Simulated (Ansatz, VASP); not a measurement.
## Two plane-wave programs on BaTiO3

```
Ba O Ti
1.0
     3.86763    0.00000    0.00000
     0.00000    3.86763    0.00000
     0.00000    0.00000    4.14519
Ba O Ti
1 3 1
Direct
  0.00000 0.00000 0.00000
  0.50000 0.50000 0.00000
  0.00000 0.50000 0.50000
  0.50000 0.00000 0.50000
  0.50000 0.50000 0.50000
```

Alike in both runs: task single point; functional r2SCAN; k mesh 8 × 8 × 8; occupations gaussian, width 0.02 eV; no spin polarisation.

|  | VASP | Ansatz |
| --- | --- | --- |
| version | VASP 6.6.1 | Ansatz 0.2.0 |
| potentials or method | VASP PAW PBE potentials, release 64 (Ba_sv, O, Ti_sv), cutoff 660 eV | scalar-relativistic, plane waves, PAW |
| valence electrons in the cell | 40 | 40 |

Ansatz gave:

```
gap on the k mesh at the Fermi level (eV) : 2.10
least direct gap on the mesh (eV)         : 2.25
pressure (GPa)                            : 6.6
```

Estimate VASP's values.

gap on the k mesh at the Fermi level (eV): 2.07; least direct gap on the mesh (eV): 2.26; pressure (GPa): 8.5.

VASP's potentials were made for PBE, not for r2SCAN. With one functional, cell and mesh, what is left measures potentials, basis and numerics.

Spin-orbit coupling is off throughout.
